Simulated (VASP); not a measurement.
# Cu (Fd-3m) in VASP: further runs

The runs below take Cu through single point, with PBE.

Program: VASP 6.6.1. These are calculated values, not measurements. Logs are shortened: lines on timing, memory, paths and dates and some standing lists are left out, and cuts for length are marked.

### 1 The cell of the first run

Symmetry: Fd-3m, No. 227, cubic system. Conventional cell: a = 5.421 Å, b = 5.421 Å, c = 5.421 Å, α = 90.00°, β = 90.00°, γ = 90.00°. Within 3.1 Å of Cu (site symmetry -43m) lie 4 Cu at 2.35 Å.

### 2 Single point, PBE (volume scaled by 1.04)

INCAR reads:

```
ALGO = Normal
EDIFF = 1E-7
ENCUT = 520
GGA = PE
ISIF = 2
ISMEAR = -1
LASPH = True
LCHARG = False
LREAL = False
LWAVE = False
NBANDS = 18
NELM = 80
PREC = Accurate
SIGMA = 0.1
```

KPOINTS reads:

```
k-points
0
Gamma
  12 12 12
```

POSCAR reads:

```
Cu
1.0
    0.0000000000      2.7104178277      2.7104178277
    2.7104178277      0.0000000000      2.7104178277
    2.7104178277      2.7104178277      0.0000000000
Cu
2
Direct
    0.1250000000      0.1250000000      0.1250000000
    0.8750000000      0.8750000000      0.8750000000
```

Potentials or basis: VASP PAW PBE potentials, release 64 (Cu).

Launch:

```sh
> cat potpaw_PBE.64/Cu/POTCAR > POTCAR
> mpirun -np 1 vasp_std > vasp.out
```

OUTCAR:

```text
EDIFF = 1E-7
   ENCUT = 520
   GGA = PE
   ISIF = 2
   ISMEAR = -1
   LASPH = True
   LREAL = False
   NELM = 80
   PREC = Accurate

 ion  position               nearest neighbor table
   1  0.125  0.125  0.125-   2 2.35   2 2.35   2 2.35   2 2.35
   2  0.875  0.875  0.875-   1 2.35   1 2.35   1 2.35   1 2.35

  LATTYP: Found a face centered cubic cell.
 ALAT       =     5.4208356554

  Lattice vectors:

 A1 = (   0.0000000000,   2.7104178277,   2.7104178277)
 A2 = (   2.7104178277,   0.0000000000,   2.7104178277)
 A3 = (   2.7104178277,   2.7104178277,   0.0000000000)

Analysis of symmetry for initial positions (statically):
=====================================================================
 Subroutine PRICEL returns:
 Original cell was already a primitive cell.

 Routine SETGRP: Setting up the symmetry group for a
 face centered cubic supercell.

 Subroutine GETGRP returns: Found 48 space group operations
 (whereof 12 operations were pure point group operations)
 out of a pool of 48 trial point group operations.

The static configuration has the point symmetry D_3d.
 The point group associated with its full space group is O_h .

Analysis of symmetry for dynamics (positions and initial velocities):
=====================================================================
 Subroutine PRICEL returns:
 Original cell was already a primitive cell.

 Routine SETGRP: Setting up the symmetry group for a
 face centered cubic supercell.

 Subroutine GETGRP returns: Found 48 space group operations
 (whereof 12 operations were pure point group operations)
 out of a pool of 48 trial point group operations.

The dynamic configuration has the point symmetry D_3d.
 The point group associated with its full space group is O_h .

 Subroutine INISYM returns: Found 48 space group operations
 (whereof 12 operations are pure point group operations),
 and found     1 'primitive' translations

----------------------------------------------------------------------------------------

                                     Primitive cell

  volume of cell :      39.8234

  direct lattice vectors                    reciprocal lattice vectors
     0.000000000  2.710417828  2.710417828    -0.184473403  0.184473403  0.184473403
     2.710417828  0.000000000  2.710417828     0.184473403 -0.184473403  0.184473403
     2.710417828  2.710417828  0.000000000     0.184473403  0.184473403 -0.184473403

  length of vectors
     3.833109652  3.833109652  3.833109652     0.319517306  0.319517306  0.319517306

  position of ions in fractional coordinates (direct lattice)
     0.125000000  0.125000000  0.125000000
     0.875000000  0.875000000  0.875000000

  ion indices of the primitive-cell ions
   primitive index   ion index
                 1           1
                 2           2

----------------------------------------------------------------------------------------

 KPOINTS: k-points

Automatic generation of k-mesh.
 Grid dimensions read from file:
 generate k-points for:   12   12   12

 Generating k-lattice:

  Cartesian coordinates                     Fractional coordinates (reciprocal lattice)
    -0.015372784  0.015372784  0.015372784     0.083333333  0.000000000  0.000000000
     0.015372784 -0.015372784  0.015372784     0.000000000  0.083333333  0.000000000
     0.015372784  0.015372784 -0.015372784     0.000000000  0.000000000  0.083333333

  Length of vectors
     0.026626442  0.026626442  0.026626442

  Shift w.r.t. Gamma in fractional coordinates (k-lattice)
     0.000000000  0.000000000  0.000000000

 Subroutine IBZKPT returns following result:
 ===========================================

 Found     72 irreducible k-points:

 Following reciprocal coordinates:
            Coordinates               Weight
  0.000000  0.000000  0.000000      1.000000
  0.083333  0.000000  0.000000      8.000000
  0.166667  0.000000  0.000000      8.000000
  0.250000  0.000000  0.000000      8.000000
  0.333333  0.000000  0.000000      8.000000
  0.416667  0.000000  0.000000      8.000000
[... 16 lines left out ...]
  0.500000  0.166667  0.000000     24.000000
 -0.416667  0.166667  0.000000     24.000000
 [... further k-points ...]
   k-points           NKPTS =     72   k-points in BZ     NKDIM =     72   number of bands    NBANDS=     18
   number of dos      NEDOS =    301   number of ions     NIONS =      2
   total plane-waves  NPLWV =  27000
   dimension x,y,z NGX =    30 NGY =   30 NGZ =   30
   dimension x,y,z NGXF=    60 NGYF=   60 NGZF=   60
   ions per type =               2
   NGX,Y,Z   is equivalent  to a cutoff of  13.01, 13.01, 13.01 a.u.
   NGXF,Y,Z  is equivalent  to a cutoff of  26.02, 26.02, 26.02 a.u.
 SYSTEM =  unknown system
   PREC   = accura    normal or accurate (medium, high low for compatibility)
   ISTART =      0    job   : 0-new  1-cont  2-samecut
   ICHARG =      2    charge: 1-file 2-atom 10-const
   ISPIN  =      1    spin polarized calculation?
   LNONCOLLINEAR =      F non collinear calculations
   LSORBIT =      F    spin-orbit coupling
   LASPH  =      T    aspherical Exc in radial PAW
   ENCUT  =  520.0 eV  38.22 Ry    6.18 a.u.   7.13  7.13  7.13*2*pi/ulx,y,z
   NELM   =     80;   NELMIN=  2; NELMDL= -5     # of ELM steps
   EDIFF  = 0.1E-06   stopping-criterion for ELM
   LREAL  =      F    real-space projection
   EDIFFG = 0.1E-05   stopping-criterion for IOM
   NSW    =      0    number of steps for IOM
   IBRION =     -1    ionic relax: 0-MD 1-quasi-New 2-CG
   NFREE  =      0    steps in history (QN), initial steepest desc. (CG)
   ISIF   =      2    stress and relaxation
   ISYM   =      2    0-nonsym 1-usesym 2-fastsym
   POTIM  = 0.5000    time-step for ionic-motion
   TEBEG  =    0.0;   TEEND  =   0.0 temperature during run
   PSTRESS=    0.0 pullay stress
   NELECT =      22.0000    total number of electrons
   NUPDOWN=      -1.0000    fix difference up-down
   EMIN   =  10.00;   EMAX   =-10.00  energy-range for DOS
   EFERMI =   0.00;   METHOD = LEGACY
   ISMEAR =    -1;   SIGMA  =   0.10  broadening in eV -4-tet -1-fermi 0-gaus
   EFERMI_NEDOS =   21; number of points for ismear=-14 and -15
   IALGO  =     38    algorithm
   IMIX   =      4    mixing-type and parameters
     AMIX     =   0.40;   BMIX     =  1.00
     AMIX_MAG =   1.60;   BMIX_MAG =  1.00
  volume/ion in A,a.u.               =      19.91       134.37
  Fermi-wavevector in a.u.,A,eV,Ry     =   1.343289  2.538448 24.550700  1.804426
  Thomas-Fermi vector in A             =   2.471375
   LORBIT       =      0    0 simple, 1 ext, 2 COOP (PROOUT), +10 PAW based schemes
   GGA     = PE    functional components
   LHFCALC =     F    Hartree Fock is set to
   AEXX    =    0.0000 exact exchange contribution
   IVDW    =     0    specifies the selected vdW correction
   LEPSILON=     F    determine dielectric tensor
   LRPA    =     F    only Hartree local field effects (RPA)
 non-spin polarized calculation
  energy-cutoff  :      520.00
  volume of cell :       39.82
 maximum number of plane-waves:      1090
 NGX is ok and might be reduce to    30
   NGX = 15   NGY = 15   NGZ = 15

 number of electron      21.9999985 magnetization

 Free energy of the ion-electron system (eV)
  ---------------------------------------------------
  ext. energy  EPLUGINS =         0.00000000
  ---------------------------------------------------
  free energy    TOTEN  =        -5.40809407 eV

  energy without entropy =       -5.38109480  energy(sigma->0) =       -5.39459444

 E-fermi :   2.4775     XC(G=0):  -9.6795

 val. band max:        2.4186817017   @ k =  -0.4167   0.2500   0.0000
 cond. band min:       2.4967800433   @ k =  -0.4167   0.2500   0.0833
 fundamental gap:      0.0780983416
 Fermi energy:         2.4774723332

 k-point     1 :       0.0000    0.0000    0.0000
  band No.  band energies     occupation
      1      -3.5727      2.00000
      2      -0.3467      2.00000
      3      -0.3467      2.00000
      4      -0.3467      2.00000
      5      -0.3221      2.00000
      6      -0.3221      2.00000
[... 10 lines left out ...]
     17      12.8947      0.00000
     18      14.8826      0.00000

 k-point     2 :       0.0833    0.0000    0.0000
  band No.  band energies     occupation
      1      -3.4673      2.00000
      2      -0.4050      2.00000
      3      -0.4050      2.00000
      4      -0.3447      2.00000
      5      -0.2470      2.00000
      6      -0.2470      2.00000
[... 10 lines left out ...]
     17      13.4545      0.00000
     18      15.2648      0.00000

 k-point     3 :       0.1667    0.0000    0.0000
  band No.  band energies     occupation
      1      -3.1566      2.00000
      2      -0.4452      2.00000
      3      -0.4452      2.00000
      4      -0.3363      2.00000
      5      -0.1670      2.00000
      6      -0.1670      2.00000
[... 10 lines left out ...]
     17      14.1394      0.00000
     18      15.5600      0.00000

 k-point     4 :       0.2500    0.0000    0.0000
  band No.  band energies     occupation
      1      -2.6624      2.00000
      2      -0.4521      2.00000
      3      -0.4521      2.00000
      4      -0.3177      2.00000
      5      -0.1231      2.00000
      6      -0.1231      2.00000
[... 375 lines left out ...]
      4      -0.3272      2.00000
      5      -0.0864      2.00000
      6      -0.0107      2.00000
[... 10 lines left out ...]
     17      15.7427      0.00000
     18      15.9793      0.00000

 k-point    23 :       0.5000    0.1667    0.0000
  band No.  band energies     occupation
      1      -1.0561      2.00000
      2      -0.5603      2.00000
      3      -0.3576      2.00000
      4      -0.3286      2.00000
      5      -0.0750      2.00000
      6      -0.0574      2.00000
[... 10 lines left out ...]
     17      15.2567      0.00000
     18      16.7224      0.00000

 k-point    24 :      -0.4167    0.1667    0.0000
  band No.  band energies     occupation
      1      -0.9970      2.00000
      2      -0.5111      2.00000
      3      -0.4157      2.00000
      4      -0.2945      2.00000
      5      -0.1583      2.00000
      6      -0.0050      2.00000
[... 10 lines left out ...]
     17      15.0554      0.00000
     18      17.3982      0.00000

 [... further k-points ...]
[... 5 lines left out ...]
  --------------------------------------------------------------------------------------
  -------------------------------------------------------------------------------------
  Total       -0.4043187     -0.4043187     -0.4043187     -0.0000000      0.0000000      0.0000000
  in kB      -16.2665593    -16.2665593    -16.2665593     -0.0000000      0.0000000      0.0000000
  external PRESSURE =     -16.2665593 kB  Pullay stress =       0.0000000 kB

 VOLUME and BASIS-vectors are now :
 -----------------------------------------------------------------------------
  energy-cutoff  :      520.00
  volume of cell :       39.82
      direct lattice vectors                 reciprocal lattice vectors
     0.000000000  2.710417828  2.710417828    -0.184473403  0.184473403  0.184473403
     2.710417828  0.000000000  2.710417828     0.184473403 -0.184473403  0.184473403
     2.710417828  2.710417828  0.000000000     0.184473403  0.184473403 -0.184473403

 POSITION                                       TOTAL-FORCE (eV/Angst)
 -----------------------------------------------------------------------------------
      0.67760      0.67760      0.67760        -0.000000     -0.000000     -0.000000
      4.74323      4.74323      4.74323         0.000000      0.000000      0.000000
 -----------------------------------------------------------------------------------
    total drift:                               -0.000000      0.000000      0.000000

  FREE ENERGIE OF THE ION-ELECTRON SYSTEM (eV)
  ---------------------------------------------------
  free  energy   TOTEN  =        -5.4080940735 eV

  energy  without entropy=       -5.3810948022  energy(sigma->0) =       -5.39459444
```

Run time: 1.8 min. Hardware: 1 thread of Intel Xeon 8259CL, shared host; peak memory 0.19 GiB.

What came out:

```yaml
Free_energy: -5.4081 eV
Pressure: -1.6 GPa
Band_gap_on_the_k_mesh: zero (band 11 reaches 3.04 eV, above the bottom of band 12 at 2.08 eV)
```

### 3 Single point, PBE (volume scaled by 1.08)

INCAR reads:

```
  ALGO = Normal
  EDIFF = 1E-7
  ENCUT = 520
  GGA = PE
  ISIF = 2
  ISMEAR = -1
  LASPH = T
  LCHARG = F
  LREAL = F
  LWAVE = F
  NBANDS = 18
  NELM = 60
  PREC = Accurate
  SIGMA = 0.1
```

KPOINTS is that of step 2.

POSCAR reads:

```
Cu
1.0
    0.0000000000      2.7447305567      2.7447305567
    2.7447305567      0.0000000000      2.7447305567
    2.7447305567      2.7447305567      0.0000000000
Cu
2
Direct
    0.1250000000      0.1250000000      0.1250000000
    0.8750000000      0.8750000000      0.8750000000
```

Potentials or basis: VASP PAW PBE potentials, release 64 (Cu).

Launch:

```sh
> cat potpaw_PBE.64/Cu/POTCAR > POTCAR
> mpirun -np 1 vasp_std > vasp.out
```

Run time: 1.7 min. Hardware: 1 thread of Intel Xeon 8259CL, shared host; peak memory 0.19 GiB.

Results (log left out):

- Free energy: -5.3855 eV
- Pressure: -3.3 GPa
- Band gap on the k mesh: zero (band 11 reaches 2.73 eV, above the bottom of band 12 at 1.79 eV)

Levels at points of the mesh, in eV from the Fermi level:
```
           k point  band 8  band 9  band 10  band 11  band 12  band 13  band 14  band 15
(0.00, 0.00, 0.00)   -1.73   -1.73    -1.17    -1.17     9.22     9.22     9.22    10.20
(0.50, 0.00, 0.00)   -1.55   -1.24    -1.24    -1.22    -0.41     6.76     6.76    10.40
(0.50, 0.50, 0.00)   -1.88   -1.16    -1.16     0.19     0.19     3.70     3.70     7.55
```
